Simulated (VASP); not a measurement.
# CdI2 (P-3m1) in VASP: further runs, part 2 of 2

VASP 6.6.1. Earlier steps stand in the parts before.

## Step 3: Electric field gradients, PBEsol

This run uses another cell than the first one, of 35.66 Å³/atom, 1.010 times its volume.

Contents of INCAR:

```
SYSTEM = CdI2
PREC = Accurate ; ENCUT = 400
EDIFF = 1E-8 ; ISMEAR = -1
SIGMA = 0.03 ; LREAL = .False.
LASPH = .True. ; NELM = 120
ALGO = Normal ; ISIF = 2
LWAVE = .False. ; LCHARG = .False.
GGA = PS ; LEFG = .True.
NBANDS = 20 ; GGA_COMPAT = .False.
```

Contents of KPOINTS:

```
Automatic mesh
0
Gamma
  8 8 5
  0 0 0
```

Contents of POSCAR:

```
CdI2
1.0
    4.2439992147      0.0000000000      0.0000000000
   -2.1219996073      3.6754111335      0.0000000000
    0.0000000000      0.0000000000      6.8590000000
Cd I
1 2
Direct
    0.0000000000      0.0000000000      0.0000000000
    0.3333333333      0.6666666667      0.2492000000
    0.6666666667      0.3333333333      0.7508000000
```

Potentials or basis: VASP PAW PBE potentials, release 64 (Cd, I).

Run with:

```bash
$ cat potpaw_PBE.64/Cd/POTCAR potpaw_PBE.64/I/POTCAR > POTCAR
$ mpirun -np 1 vasp_std > vasp.out
```

OUTCAR:

```text
SYSTEM = CdI2
   PREC = Accurate
   ENCUT = 400
   EDIFF = 1E-8
   ISMEAR = -1
   LREAL = .False.
   LASPH = .True.
   NELM = 120
   ISIF = 2
   GGA = PS

 ion  position               nearest neighbor table
   1  0.000  0.000  0.000-   2 2.99   3 2.99   2 2.99   3 2.99   3 2.99   2 2.99
   2  0.333  0.667  0.249-   1 2.99   1 2.99   1 2.99
   3  0.667  0.333  0.751-   1 2.99   1 2.99   1 2.99

  LATTYP: Found a hexagonal cell.
 ALAT       =     4.2439992147
 C/A-ratio  =     1.6161642953

  Lattice vectors:

 A1 = (   4.2439992147,   0.0000000000,   0.0000000000)
 A2 = (  -2.1219996073,   3.6754111335,   0.0000000000)
 A3 = (   0.0000000000,   0.0000000000,   6.8590000000)

Analysis of symmetry for initial positions (statically):
=====================================================================
 Subroutine PRICEL returns:
 Original cell was already a primitive cell.

 Routine SETGRP: Setting up the symmetry group for a
 hexagonal supercell.

 Subroutine GETGRP returns: Found 12 space group operations
 (whereof 12 operations were pure point group operations)
 out of a pool of 24 trial point group operations.

The static configuration has the point symmetry D_3d.

Analysis of symmetry for dynamics (positions and initial velocities):
=====================================================================
 Subroutine PRICEL returns:
 Original cell was already a primitive cell.

 Routine SETGRP: Setting up the symmetry group for a
 hexagonal supercell.

 Subroutine GETGRP returns: Found 12 space group operations
 (whereof 12 operations were pure point group operations)
 out of a pool of 24 trial point group operations.

The dynamic configuration has the point symmetry D_3d.

 Subroutine INISYM returns: Found 12 space group operations
 (whereof 12 operations are pure point group operations),
 and found     1 'primitive' translations

----------------------------------------------------------------------------------------

                                     Primitive cell

  volume of cell :     106.9897

  direct lattice vectors                    reciprocal lattice vectors
     4.243999215  0.000000000  0.000000000     0.235626811  0.136039203  0.000000000
    -2.121999607  3.675411133  0.000000000     0.000000000  0.272078405  0.000000000
     0.000000000  0.000000000  6.859000000     0.000000000  0.000000000  0.145793847

  length of vectors
     4.243999215  4.243999215  6.859000000     0.272078405  0.272078405  0.145793847

  position of ions in fractional coordinates (direct lattice)
     0.000000000  0.000000000  0.000000000
     0.333333333  0.666666667  0.249200000
     0.666666667  0.333333333  0.750800000

  ion indices of the primitive-cell ions
   primitive index   ion index
                 1           1
                 2           2
[... 78 lines left out ...]
   NFREE  =      0    steps in history (QN), initial steepest desc. (CG)
   ISIF   =      2    stress and relaxation
   ISYM   =      2    0-nonsym 1-usesym 2-fastsym
   POTIM  = 0.5000    time-step for ionic-motion
   TEBEG  =    0.0;   TEEND  =   0.0 temperature during run
   PSTRESS=    0.0 pullay stress
   NELECT =      26.0000    total number of electrons
   NUPDOWN=      -1.0000    fix difference up-down
   EMIN   =  10.00;   EMAX   =-10.00  energy-range for DOS
   EFERMI =   0.00;   METHOD = LEGACY
   ISMEAR =    -1;   SIGMA  =   0.03  broadening in eV -4-tet -1-fermi 0-gaus
   EFERMI_NEDOS =   21; number of points for ismear=-14 and -15
   IALGO  =     38    algorithm
   IMIX   =      4    mixing-type and parameters
     AMIX     =   0.40;   BMIX     =  1.00
     AMIX_MAG =   1.60;   BMIX_MAG =  1.00
  volume/ion in A,a.u.               =      35.66       240.67
  Fermi-wavevector in a.u.,A,eV,Ry     =   1.021610  1.930564 14.200233  1.043688
  Thomas-Fermi vector in A             =   2.155244
   LORBIT       =      0    0 simple, 1 ext, 2 COOP (PROOUT), +10 PAW based schemes
   GGA     = PS    functional components
   LHFCALC =     F    Hartree Fock is set to
   AEXX    =    0.0000 exact exchange contribution
   IVDW    =     0    specifies the selected vdW correction
   LEPSILON=     F    determine dielectric tensor
   LRPA    =     F    only Hartree local field effects (RPA)
 non-spin polarized calculation
  energy-cutoff  :      400.00
  volume of cell :      106.99
 maximum number of plane-waves:      1959
   NGX = 13   NGY = 13   NGZ = 23

 number of electron      26.0000017 magnetization

 Free energy of the ion-electron system (eV)
  ---------------------------------------------------
  ext. energy  EPLUGINS =         0.00000000
  ---------------------------------------------------
  free energy    TOTEN  =        -6.37363333 eV

  energy without entropy =       -6.37363333  energy(sigma->0) =       -6.37363333

 E-fermi :   2.5872     XC(G=0):  -8.7569

 val. band max:        1.9222201472   @ k =   0.1250   0.0000   0.2000
 cond. band min:       4.2090722086   @ k =   0.5000   0.0000   0.4000
 fundamental gap:      2.2868520613
 Fermi energy:         2.5871719587

 k-point     1 :       0.0000    0.0000    0.0000
  band No.  band energies     occupation
      1     -10.2591      2.00000
      2      -9.5406      2.00000
      3      -5.6437      2.00000
      4      -5.6437      2.00000
      5      -5.5263      2.00000
      6      -5.4380      2.00000
[... 541 lines left out ...]
     19       9.5590      0.00000
     20      10.8731      0.00000

 [... further k-points ...]

------------------------ aborting loop because EDIFF is reached ----------------------------------------

  FORCE on cell =-STRESS in cart. coord.  units (eV):
  Direction    XX          YY          ZZ          XY          YZ          ZX
  --------------------------------------------------------------------------------------
  -------------------------------------------------------------------------------------
  Total       -0.3441948     -0.3441948     -0.2335866     -0.0000000      0.0000000      0.0000000
  in kB       -5.1543383     -5.1543383     -3.4979736     -0.0000000      0.0000000      0.0000000
  external PRESSURE =      -4.6022167 kB  Pullay stress =       0.0000000 kB

 VOLUME and BASIS-vectors are now :
 -----------------------------------------------------------------------------
  energy-cutoff  :      400.00
  volume of cell :      106.99
      direct lattice vectors                 reciprocal lattice vectors
     4.243999215  0.000000000  0.000000000     0.235626811  0.136039203  0.000000000
    -2.121999607  3.675411133  0.000000000     0.000000000  0.272078405  0.000000000
     0.000000000  0.000000000  6.859000000     0.000000000  0.000000000  0.145793847

 POSITION                                       TOTAL-FORCE (eV/Angst)
 -----------------------------------------------------------------------------------
      0.00000      0.00000      0.00000         0.000000      0.000000      0.000000
     -0.00000      2.45027      1.70926        -0.000000      0.000000     -0.069488
      2.12200      1.22514      5.14974        -0.000000     -0.000000      0.069488
 -----------------------------------------------------------------------------------
    total drift:                               -0.000000      0.000000      0.000000

  FREE ENERGIE OF THE ION-ELECTRON SYSTEM (eV)
  ---------------------------------------------------
  free  energy   TOTEN  =        -6.3736333303 eV

  energy  without entropy=       -6.3736333303  energy(sigma->0) =       -6.37363333

 Electric field gradients (V/A^2)
---------------------------------------------------------------------
 ion       V_xx      V_yy      V_zz      V_xy      V_xz      V_yz
---------------------------------------------------------------------
   1      -0.904    -0.905     1.810    -0.001     0.000    -0.000
   2      28.010    28.010   -56.019    -0.000    -0.000     0.000
   3      28.010    28.010   -56.019    -0.000    -0.000     0.000
---------------------------------------------------------------------

 Electric field gradients after diagonalization (V/A^2)
 (convention: |V_zz| > |V_xx| > |V_yy|)
----------------------------------------------------------------------
 ion       V_xx      V_yy      V_zz     asymmetry (V_yy - V_xx)/ V_zz
----------------------------------------------------------------------
   1      -0.906    -0.904     1.810       0.001
   2      28.010    28.009   -56.019       0.000
   3      28.010    28.009   -56.019       0.000
----------------------------------------------------------------------

           NMR quadrupolar parameters

 Cq : quadrupolar parameter    Cq=e*Q*V_zz/h
 eta: asymmetry parameters     (V_yy - V_xx)/ V_zz
 Q  : nuclear electric quadrupole moment in mb (millibarn)
----------------------------------------------------------------------
 ion       Cq(MHz)       eta       Q (mb)
----------------------------------------------------------------------
   1       0.004       0.001       1.000
   2      -0.135       0.000       1.000
   3      -0.135       0.000       1.000
----------------------------------------------------------------------
```

stdout:

```text
POSCAR found type information on POSCAR CdI
 POSCAR found :  2 types and       3 ions
 scaLAPACK will be used
 -----------------------------------------------------------------------------
|                                                                             |
|                                                                             |
|     You enforced a specific xc type in the INCAR file but a different       |
|     I HOPE YOU KNOW WHAT YOU ARE DOING!                                     |
|                                                                             |
 -----------------------------------------------------------------------------

 LDA part: xc-table for (Slater+PW92), standard interpolation
 POSCAR, INCAR and KPOINTS ok, starting setup
 FFT: planning ... GRIDC
 FFT: planning ... GRID_SOFT
 FFT: planning ... GRID
 WAVECAR not read
 entering main loop
ion   1

ion   2

ion   3
```

Run time: 73 s. Hardware: 1 thread of Intel Xeon Platinum 8375C at 2.90GHz (Ice Lake), shared host; peak memory 0.21 GiB.

What came out:

```
Free energy            : -6.3736 eV
Pressure               : -0.5 GPa
Largest force          : 0.069 eV/Å
Band gap on the k mesh : 2.29 eV, indirect (least direct gap 2.50 eV)
```

Forces on the atoms (eV/Å):
```
Cd   0.000  0.000  0.000
I    0.000  0.000 -0.069
I    0.000  0.000  0.069
```

Electric field gradients, principal values (V/Å²):
| atom | least | middle | greatest (by size) |
| --- | --- | --- | --- |
| 1 Cd | -0.904 | -0.906 | 1.810 |
| 2 I | 28.009 | 28.010 | -56.019 |
| 3 I | 28.009 | 28.010 | -56.019 |

Caveat: without QUAD_EFG the Cq values of the log hold for a quadrupole moment of 1 mb, not for the nuclei; the PAW data sets were made with another functional, which shifts forces and pressure a little; spin-orbit coupling is left out, which moves the levels of the heavy elements; this functional lacks dispersion, which binds the layers, so the pressure and a relaxed spacing across them are unreliable. As with any semilocal functional, this PBEsol gap is likely too small.

## Step 4: Electric field gradients, PBEsol

This run uses another cell than the first one, of 35.66 Å³/atom, 1.010 times its volume.

Contents of INCAR:

```
PREC = Accurate
ENCUT = 400
EDIFF = 1E-8
ISMEAR = -1
SIGMA = 0.03
LREAL = False
LASPH = True
NELM = 120
ALGO = Normal
ISIF = 2
LWAVE = False
LCHARG = False
GGA = PS
LEFG = True
NBANDS = 20
GGA_COMPAT = False
```

Contents of KPOINTS:

```
Automatic mesh
0
Gamma
  8 8 5
```

POSCAR is that of step 3.

Potentials or basis: VASP PAW PBE potentials, release 64 (Cd, I).

Run with:

```bash
$ cat potpaw_PBE.64/Cd/POTCAR potpaw_PBE.64/I/POTCAR > POTCAR
$ mpirun -np 1 vasp_std > vasp.out
```

OUTCAR:

```text
PREC = Accurate
   ENCUT = 400
   EDIFF = 1E-8
   ISMEAR = -1
   LREAL = False
   LASPH = True
   NELM = 120
   ISIF = 2
   GGA = PS

 ion  position               nearest neighbor table
   1  0.000  0.000  0.000-   2 2.99   3 2.99   2 2.99   3 2.99   3 2.99   2 2.99
   2  0.333  0.667  0.249-   1 2.99   1 2.99   1 2.99
   3  0.667  0.333  0.751-   1 2.99   1 2.99   1 2.99

  LATTYP: Found a hexagonal cell.
 ALAT       =     4.2439992147
 C/A-ratio  =     1.6161642953

  Lattice vectors:

 A1 = (   4.2439992147,   0.0000000000,   0.0000000000)
[... 769 lines left out ...]

  energy  without entropy=       -6.3736333303  energy(sigma->0) =       -6.37363333

 Electric field gradients (V/A^2)
---------------------------------------------------------------------
 ion       V_xx      V_yy      V_zz      V_xy      V_xz      V_yz
---------------------------------------------------------------------
   1      -0.904    -0.905     1.810    -0.001     0.000    -0.000
   2      28.010    28.010   -56.019    -0.000    -0.000     0.000
   3      28.010    28.010   -56.019    -0.000    -0.000     0.000
---------------------------------------------------------------------

 Electric field gradients after diagonalization (V/A^2)
 (convention: |V_zz| > |V_xx| > |V_yy|)
----------------------------------------------------------------------
 ion       V_xx      V_yy      V_zz     asymmetry (V_yy - V_xx)/ V_zz
----------------------------------------------------------------------
   1      -0.906    -0.904     1.810       0.001
   2      28.010    28.009   -56.019       0.000
   3      28.010    28.009   -56.019       0.000
----------------------------------------------------------------------

           NMR quadrupolar parameters

 Cq : quadrupolar parameter    Cq=e*Q*V_zz/h
 eta: asymmetry parameters     (V_yy - V_xx)/ V_zz
 Q  : nuclear electric quadrupole moment in mb (millibarn)
----------------------------------------------------------------------
 ion       Cq(MHz)       eta       Q (mb)
----------------------------------------------------------------------
   1       0.004       0.001       1.000
   2      -0.135       0.000       1.000
   3      -0.135       0.000       1.000
----------------------------------------------------------------------
```

stdout:

```text
POSCAR found type information on POSCAR CdI
 POSCAR found :  2 types and       3 ions
 scaLAPACK will be used
 -----------------------------------------------------------------------------
|                                                                             |
|                                                                             |
|     You enforced a specific xc type in the INCAR file but a different       |
|     I HOPE YOU KNOW WHAT YOU ARE DOING!                                     |
|                                                                             |
 -----------------------------------------------------------------------------

 LDA part: xc-table for (Slater+PW92), standard interpolation
 POSCAR, INCAR and KPOINTS ok, starting setup
 FFT: planning ... GRIDC
 FFT: planning ... GRID_SOFT
 FFT: planning ... GRID
 WAVECAR not read
 entering main loop
ion   1

ion   2

ion   3
```

It took 90 s on 1 thread of Intel Xeon Platinum 8375C at 2.90GHz (Ice Lake), shared host; peak memory 0.21 GiB.

What came out:

```yaml
Free_energy: -6.3736 eV
Pressure: -0.5 GPa
Largest_force: 0.069 eV/Å
Band_gap_on_the_k_mesh: 2.29 eV, indirect (least direct gap 2.50 eV)
```

Forces on the atoms (eV/Å):
```
Cd   0.000  0.000  0.000
I    0.000  0.000 -0.069
I    0.000  0.000  0.069
```

Levels at points of the mesh, in eV from the valence-band top:
```tsv
k point	band 10	band 11	band 12	band 13	band 14	band 15	band 16	band 17
(0.00, 0.00, 0.00)	-0.32	-0.17	-0.17	-0.15	2.35	4.31	6.24	6.24
(0.50, 0.00, 0.00)	-2.03	-1.56	-0.73	-0.14	2.59	4.87	5.80	6.42
```

Electric field gradients, principal values (V/Å²):
```
atom   least  middle  greatest (by size)
1 Cd  -0.904  -0.906               1.810
 2 I  28.009  28.010             -56.019
 3 I  28.009  28.010             -56.019
```

Caveat: without QUAD_EFG the Cq values of the log hold for a quadrupole moment of 1 mb, not for the nuclei; the PAW data sets were made with another functional, which shifts forces and pressure a little; spin-orbit coupling is left out, which moves the levels of the heavy elements; this functional lacks dispersion, which binds the layers, so the pressure and a relaxed spacing across them are unreliable. A k mesh can miss the band edges.
